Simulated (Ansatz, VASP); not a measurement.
**ZnS: VASP beside Ansatz**

```
Zn S
1.0
     0.02705    2.71817    2.71817
     2.71817    0.02705    2.71817
     2.71817    2.71817    0.02705
Zn S
1 1
Direct
  0.00000 0.00000 0.00000
  0.75000 0.75000 0.75000
```

Change from the starting cell: equal xy, yz and zx shear strains of +1 %, crystal datasets.

Alike in both runs: task electric field gradients; functional PBEsol; k mesh 9 × 9 × 9; occupations fermi-dirac, width 0.01 eV; no spin polarisation.

```csv
,VASP,Ansatz
version,VASP 6.6.1,Ansatz 0.2.0
potentials or method,"VASP PAW PBE potentials, release 64 (Zn, S), cutoff 520 eV","all-electron PAW with datasets made for the crystal, scalar-relativistic"
```

|  | VASP | Ansatz | Ansatz less VASP |
| --- | --- | --- | --- |
| gap on the k mesh at the Fermi level (eV) | 1.94 | 1.94 | -0.002 |
| pressure (GPa) | -2.0 | -2.1 | -0.18 |
| traceless stress, the component that is largest in VASP (GPa) | -0.65 | -0.64 | +0.005 |
| rms of the force components (eV/Å) | 0.047 | 0.047 | -0.0008 |
| size of Vzz on the site where it differs most (V/Å²) | 6.3 | 5.8 | -0.42 |

VASP's potentials were made for PBE, not for PBEsol. Atom by atom the forces differ by 0.001 eV/Å (rms over components). Ansatz ran all-electron here, and VASP with PAW potentials.
